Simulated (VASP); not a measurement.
# Zn12S11 (a cell with a defect) in VASP: single point with PBE

Aim: the single point of Zn12S11 (a cell with a defect) with PBE.

Program: VASP 6.6.1. These are calculated values, not measurements. Logs are shortened: lines on timing, memory, paths and dates and some standing lists are left out, and cuts for length are marked.

### Step 1. The cell of the first run

The cell holds a defect, 23 atoms: a = 6.621 Å, b = 6.621 Å, c = 12.520 Å, α = 90.00°, β = 90.00°, γ = 120.00°.

### Step 2. Single point, PBE, collinear spin (atoms taken out, then relaxed in part)

Input file INCAR:

```
SYSTEM = Zn12S11
  ALGO = Normal
  EDIFF = 1E-6
  ENCUT = 400
  GGA = PE
  GGA_COMPAT = .FALSE.
  ISIF = 2
  ISMEAR = -1
  ISPIN = 2
  KPAR = 4
  LASPH = .TRUE.
  LCHARG = .FALSE.
  LORBIT = 11
  LREAL = .FALSE.
  LWAVE = .FALSE.
  MAGMOM = 0.5 0 0 0 0 0 0.5 0.5 0.5 0 0 0 0 0 0 0 0 0 0 0 0 0 0
  NBANDS = 126
  NELECT = 209.0
  NELM = 200
  PREC = Accurate
  SIGMA = 0.01
```

Input file KPOINTS:

```
k-points
0
G
  3 3 2
  0 0 0
```

Input file POSCAR:

```
Zn12S11
1.0
    5.7340500000      3.3105553110      0.0000000000
   -5.7340500000      3.3105553110      0.0000000000
    0.0000000000      0.0000000000     12.5200000000
Zn S
12 11
Direct
    0.0008326892      0.0002283688     -0.0219502712
    0.3341483711      0.6668993126     -0.0014788205
    0.6674822740      0.3335507036     -0.0014789258
    0.0007698994      0.0002079696      0.5034361540
    0.3340232973      0.6668137292      0.5020061675
    0.6673716511      0.3335551258      0.5020063006
    0.3489604421      0.3483758715      0.2564425979
    0.6515676625      0.0002186303      0.2565817071
    0.0008028771      0.6517129583      0.2564885124
    0.3351878631      1.0002054898      0.7486081739
    0.6663294811      0.6657841232      0.7486151559
    0.0007509973      0.3346296723      0.7486110872
    0.3340179917      0.6667291593      0.1857779824
    0.6674059153      0.3336502035      0.1857778555
    0.0007525430      0.0002039670      0.6891877586
    0.3340839711      0.6668633217      0.6880633003
    0.6674215578      0.3335484182      0.6880633972
    0.3317807515      0.3312498312      0.4390198975
    0.6696245050      0.0001929741      0.4390712624
    0.0007236833      0.6691227390      0.4390373088
    0.3367247817      1.0002273574      0.9387097850
    0.6649244979      0.6643344282      0.9387212509
    0.0008173873      0.3361181711      0.9387160708
```

Potentials or basis: VASP PAW PBE potentials, release 64 (Zn, S).

Started as:

```bash
cat potpaw_PBE.64/Zn/POTCAR potpaw_PBE.64/S/POTCAR > POTCAR
mpirun -np 4 vasp_std > vasp.out
```

OUTCAR:

```text
SYSTEM = Zn12S11
   EDIFF = 1E-6
   ENCUT = 400
   GGA = PE
   ISIF = 2
   ISMEAR = -1
   ISPIN = 2
   LASPH = .TRUE.
   LORBIT = 11
   LREAL = .FALSE.
   NELECT = 209.0
   NELM = 200
   PREC = Accurate

 ion  position               nearest neighbor table
   1  0.001  0.000  0.978-  21 2.28  23 2.28  22 2.28
   2  0.334  0.667  0.999-  21 2.32  22 2.32  23 2.32  13 2.34
   3  0.667  0.334  0.999-  21 2.32  23 2.32  22 2.32  14 2.34
   4  0.001  0.000  0.503-  15 2.33  18 2.34  20 2.34  19 2.34
   5  0.334  0.667  0.502-  16 2.33  18 2.35  20 2.35  19 2.35
   6  0.667  0.334  0.502-  17 2.33  18 2.35  20 2.35  19 2.35
   7  0.349  0.348  0.256-  18 2.29  14 2.33  13 2.33
   8  0.652  0.000  0.257-  19 2.29  14 2.33  13 2.33
   9  0.001  0.652  0.256-  20 2.29  13 2.33  14 2.33
  10  0.335  0.000  0.749-  17 2.33  16 2.33  15 2.34  21 2.38
  11  0.666  0.666  0.749-  17 2.33  16 2.33  15 2.34  22 2.38
  12  0.001  0.335  0.749-  16 2.33  17 2.33  15 2.34  23 2.38
  13  0.334  0.667  0.186-   8 2.33   9 2.33   7 2.33   2 2.34
  14  0.667  0.334  0.186-   8 2.33   9 2.33   7 2.33   3 2.34
  15  0.001  0.000  0.689-   4 2.33  11 2.34  12 2.34  10 2.34
  16  0.334  0.667  0.688-   5 2.33  12 2.33  11 2.33  10 2.33
  17  0.667  0.334  0.688-   6 2.33  11 2.33  10 2.33  12 2.33
  18  0.332  0.331  0.439-   7 2.29   4 2.34   6 2.35   5 2.35
  19  0.670  0.000  0.439-   8 2.29   4 2.34   6 2.35   5 2.35
  20  0.001  0.669  0.439-   9 2.29   4 2.34   5 2.35   6 2.35
  21  0.337  0.000  0.939-   1 2.28   2 2.32   3 2.32  10 2.38
  22  0.665  0.664  0.939-   1 2.28   2 2.32   3 2.32  11 2.38
  23  0.001  0.336  0.939-   1 2.28   3 2.32   2 2.32  12 2.38

  LATTYP: Found a hexagonal cell.
 ALAT       =     6.6211106221
 C/A-ratio  =     1.8909214352

  Lattice vectors:

 A1 = (   5.7340500000,   3.3105553110,   0.0000000000)
 A2 = (  -5.7340500000,   3.3105553110,   0.0000000000)
 A3 = (   0.0000000000,   0.0000000000,  12.5200000000)

Analysis of symmetry for initial positions (statically):
=====================================================================
 Subroutine PRICEL returns:
 Original cell was already a primitive cell.

 Routine SETGRP: Setting up the symmetry group for a
 hexagonal supercell.

 Subroutine GETGRP returns: Found  1 space group operations
 (whereof  1 operations were pure point group operations)
 out of a pool of 24 trial point group operations.

The static configuration has the point symmetry C_1 .

Analysis of symmetry for dynamics (positions and initial velocities):
=====================================================================
 Subroutine PRICEL returns:
 Original cell was already a primitive cell.

 Routine SETGRP: Setting up the symmetry group for a
 hexagonal supercell.

 Subroutine GETGRP returns: Found  1 space group operations
 (whereof  1 operations were pure point group operations)
 out of a pool of 24 trial point group operations.

The dynamic configuration has the point symmetry C_1 .

Analysis of structural, dynamic, and magnetic symmetry:
=====================================================================
 Subroutine PRICEL returns:
 Original cell was already a primitive cell.

 Routine SETGRP: Setting up the symmetry group for a
 hexagonal supercell.

 Subroutine GETGRP returns: Found  1 space group operations
 (whereof  1 operations were pure point group operations)
 out of a pool of 24 trial point group operations.

The overall configuration has the point symmetry C_1 .

 Subroutine INISYM returns: Found  1 space group operations
 (whereof  1 operations are pure point group operations),
 and found     1 'primitive' translations

----------------------------------------------------------------------------------------

                                     Primitive cell

  volume of cell :     475.3316

  direct lattice vectors                    reciprocal lattice vectors
     5.734050000  3.310555311  0.000000000     0.087198403  0.151032064  0.000000000
    -5.734050000  3.310555311  0.000000000    -0.087198403  0.151032064  0.000000000
     0.000000000  0.000000000 12.520000000     0.000000000  0.000000000  0.079872204

  length of vectors
     6.621110622  6.621110622 12.520000000     0.174396805  0.174396805  0.079872204

  position of ions in fractional coordinates (direct lattice)
     0.000832689  0.000228369  0.978049729
     0.334148371  0.666899313  0.998521180
     0.667482274  0.333550704  0.998521074
     0.000769899  0.000207970  0.503436154
     0.334023297  0.666813729  0.502006167
[... 92 lines left out ...]
   PREC   = accura    normal or accurate (medium, high low for compatibility)
   ISTART =      0    job   : 0-new  1-cont  2-samecut
   ICHARG =      2    charge: 1-file 2-atom 10-const
   ISPIN  =      2    spin polarized calculation?
   LNONCOLLINEAR =      F non collinear calculations
   LSORBIT =      F    spin-orbit coupling
   LASPH  =      T    aspherical Exc in radial PAW
   ENCUT  =  400.0 eV  29.40 Ry    5.42 a.u.  10.80 10.80 20.42*2*pi/ulx,y,z
   NELM   =    200;   NELMIN=  2; NELMDL= -5     # of ELM steps
   EDIFF  = 0.1E-05   stopping-criterion for ELM
   LREAL  =      F    real-space projection
   EDIFFG = 0.1E-04   stopping-criterion for IOM
   NSW    =      0    number of steps for IOM
   IBRION =     -1    ionic relax: 0-MD 1-quasi-New 2-CG
   NFREE  =      0    steps in history (QN), initial steepest desc. (CG)
   ISIF   =      2    stress and relaxation
   ISYM   =      2    0-nonsym 1-usesym 2-fastsym
   POTIM  = 0.5000    time-step for ionic-motion
   TEBEG  =    0.0;   TEEND  =   0.0 temperature during run
   PSTRESS=    0.0 pullay stress
   NELECT =     209.0000    total number of electrons
   NUPDOWN=      -1.0000    fix difference up-down
   EMIN   =  10.00;   EMAX   =-10.00  energy-range for DOS
   EFERMI =   0.00;   METHOD = LEGACY
   ISMEAR =    -1;   SIGMA  =   0.01  broadening in eV -4-tet -1-fermi 0-gaus
   EFERMI_NEDOS =   21; number of points for ismear=-14 and -15
   IALGO  =     38    algorithm
   IMIX   =      4    mixing-type and parameters
     AMIX     =   0.40;   BMIX     =  1.00
     AMIX_MAG =   1.60;   BMIX_MAG =  1.00
  volume/ion in A,a.u.               =      20.67       139.47
  Fermi-wavevector in a.u.,A,eV,Ry     =   1.244872  2.352467 21.085035  1.549706
  Thomas-Fermi vector in A             =   2.379119
   LORBIT       =     11    0 simple, 1 ext, 2 COOP (PROOUT), +10 PAW based schemes
   GGA     = PE    functional components
   LHFCALC =     F    Hartree Fock is set to
   AEXX    =    0.0000 exact exchange contribution
   IVDW    =     0    specifies the selected vdW correction
   LEPSILON=     F    determine dielectric tensor
   LRPA    =     F    only Hartree local field effects (RPA)
 spin polarized calculation
  energy-cutoff  :      400.00
  volume of cell :      475.33
 maximum number of plane-waves:      8668
 NGX is ok and might be reduce to    48
   NGX = 21   NGY = 21   NGZ = 41

 number of electron     208.9999908 magnetization       0.7779689

 Free energy of the ion-electron system (eV)
  ---------------------------------------------------
  ext. energy  EPLUGINS =         0.00000000
  ---------------------------------------------------
  free energy    TOTEN  =       -76.98349995 eV

  energy without entropy =      -76.98134870  energy(sigma->0) =      -76.98242432

 E-fermi :   3.0262     XC(G=0):  -9.3509

 val. band max:        3.0200538561   @ k =   0.0000   0.3333   0.5000
 cond. band min:       3.2853176717   @ k =   0.3333   0.3333   0.5000
 fundamental gap:      0.2652638155
 Fermi energy:         3.0262163224

 spin component 1

 k-point     1 :       0.0000    0.0000    0.0000
  band No.  band energies     occupation
      1     -11.4186      1.00000
      2     -11.0670      1.00000
      3     -10.9887      1.00000
      4     -10.5779      1.00000
      5     -10.5361      1.00000
      6     -10.3633      1.00000
[... 1179 lines left out ...]
    115       6.0858      0.00000
    116       6.0859      0.00000
 Fermi energy:         3.0262163224

 spin component 2

 k-point     1 :       0.0000    0.0000    0.0000
  band No.  band energies     occupation
      1     -11.3993      1.00000
      2     -11.0540      1.00000
      3     -10.9623      1.00000
      4     -10.5343      1.00000
      5     -10.5240      1.00000
      6     -10.3551      1.00000
[... 1179 lines left out ...]
    115       6.0907      0.00000
    116       6.0909      0.00000
 [bands above 116 left out]

------------------------ aborting loop because EDIFF is reached ----------------------------------------

  FORCE on cell =-STRESS in cart. coord.  units (eV):
  Direction    XX          YY          ZZ          XY          YZ          ZX
  --------------------------------------------------------------------------------------
  -------------------------------------------------------------------------------------
  Total       -3.4959375     -3.5123800     -3.1814750      0.0073391     -0.0061413     -0.0053744
  in kB      -11.7835892    -11.8390110    -10.7236456      0.0247375     -0.0207001     -0.0181153
  external PRESSURE =     -11.4487486 kB  Pullay stress =       0.0000000 kB

 VOLUME and BASIS-vectors are now :
 -----------------------------------------------------------------------------
  energy-cutoff  :      400.00
  volume of cell :      475.33
      direct lattice vectors                 reciprocal lattice vectors
     5.734050000  3.310555311  0.000000000     0.087198403  0.151032064  0.000000000
    -5.734050000  3.310555311  0.000000000    -0.087198403  0.151032064  0.000000000
     0.000000000  0.000000000 12.520000000     0.000000000  0.000000000  0.079872204

 POSITION                                       TOTAL-FORCE (eV/Angst)
 -----------------------------------------------------------------------------------
      0.00347      0.00351     12.24518         0.000494      0.000529      0.014149
     -1.90801      3.31402     12.50149         0.000125      0.000047     -0.002006
      1.91478      3.31398     12.50148         0.000084      0.000168     -0.002006
      0.00322      0.00324      6.30302         0.000160      0.000167     -0.009881
     -1.90824      3.31333      6.28512         0.000235      0.000183      0.000631
      1.91412      3.31362      6.28512         0.000183      0.000233      0.000629
[... 15 lines left out ...]
      0.00338      4.40059     11.75279        -0.000262     -0.002856      0.002058
     -1.92263      1.11544     11.75273        -0.002723      0.000978      0.002064
 -----------------------------------------------------------------------------------
    total drift:                                0.003066      0.003112      0.000255

  FREE ENERGIE OF THE ION-ELECTRON SYSTEM (eV)
  ---------------------------------------------------
  free  energy   TOTEN  =       -76.9834999457 eV

  energy  without entropy=      -76.9813487002  energy(sigma->0) =      -76.98242432

 total charge

# of ion       s       p       d       tot
------------------------------------------
    1        0.543   0.429   9.788  10.760
    2        0.516   0.478   9.799  10.793
    3        0.516   0.478   9.799  10.793
    4        0.514   0.473   9.799  10.785
    5        0.513   0.462   9.796  10.771
    6        0.513   0.462   9.796  10.771
[... 15 lines left out ...]
   22        1.315   2.428   0.000   3.742
   23        1.315   2.428   0.000   3.742
--------------------------------------------------
tot         20.737  32.007 117.513 170.258

 magnetization (x)

# of ion       s       p       d       tot
------------------------------------------
    1        0.004   0.012   0.001   0.017
    2       -0.000  -0.000   0.000  -0.000
    3       -0.000  -0.000   0.000  -0.000
    4        0.001  -0.000   0.000   0.001
    5        0.000   0.002   0.001   0.003
    6        0.000   0.002   0.001   0.003
[... 15 lines left out ...]
   22        0.000   0.005   0.000   0.005
   23        0.000   0.005   0.000   0.005
--------------------------------------------------
tot          0.062   0.195   0.007   0.264
```

Run time: 7.6 min. Hardware: 4 MPI ranks of Intel Xeon Platinum 8375C at 2.90GHz (Ice Lake), shared host; peak memory 0.96 GiB.

What came out:

| Quantity | Value |
| --- | --- |
| Free energy | -76.9835 eV |
| Largest force | 0.014 eV/Å |
| Net moment | 0.78 μB per cell |
| Site moments | Zn +0.02, -0.00, +0.00, +0.04 (each value once); S +0.03, +0.00, +0.01 (each value once) μB |
| Valence electrons inside the program's atomic spheres | Zn 10.76, 10.79, 10.77, 10.71, 10.78 (each value once); S 3.73, 3.74 (each value once) |

Forces on the atoms (eV/Å):
```
Zn   0.000  0.001  0.014
Zn   0.000  0.000 -0.002
Zn   0.000  0.000 -0.002
Zn   0.000  0.000 -0.010
Zn   0.000  0.000  0.001
Zn   0.000  0.000  0.001
Zn   0.000 -0.013 -0.002
Zn   0.011  0.006 -0.002
Zn  -0.011  0.006 -0.002
Zn   0.001  0.001 -0.005
Zn   0.000 -0.001 -0.005
Zn  -0.001  0.001 -0.005
S    0.000  0.000 -0.008
S    0.000  0.000 -0.008
S    0.000  0.000  0.013
S    0.000  0.000  0.002
S    0.000  0.000  0.002
S    0.000  0.003  0.005
S   -0.002 -0.001  0.005
S    0.002 -0.002  0.005
S    0.002  0.001  0.002
S    0.000 -0.003  0.002
S   -0.003  0.001  0.002
```

Levels at points of the mesh, in eV from the Fermi level:
Spin up:
| k point | band 103 | band 104 | band 105 | band 106 | band 107 | band 108 |
| --- | --- | --- | --- | --- | --- | --- |
| (0.00, 0.00, 0.00) | -1.36 | -1.36 | -0.92 | 1.32 | 1.84 | 2.09 |
| (0.00, 0.00, 0.50) | -1.37 | -1.37 | -0.51 | 1.23 | 1.83 | 2.11 |
Spin down:
| k point | band 101 | band 102 | band 103 | band 104 | band 105 | band 106 | band 107 | band 108 |
| --- | --- | --- | --- | --- | --- | --- | --- | --- |
| (0.00, 0.00, 0.00) | -1.79 | -1.64 | -1.36 | -1.36 | -0.50 | 1.38 | 1.89 | 2.13 |
| (0.00, 0.00, 0.50) | -1.75 | -1.75 | -1.37 | -1.37 | -0.09 | 1.30 | 1.84 | 2.11 |

Caveat: the k points lie up to 0.37 Å⁻¹ apart; the cell carries a net charge on a neutralising background, which shifts energy and pressure; the cell differs from its parent crystal (atoms taken out, then relaxed in part); the cell is charged against a uniform background, so pressure and absolute levels hang on convention.
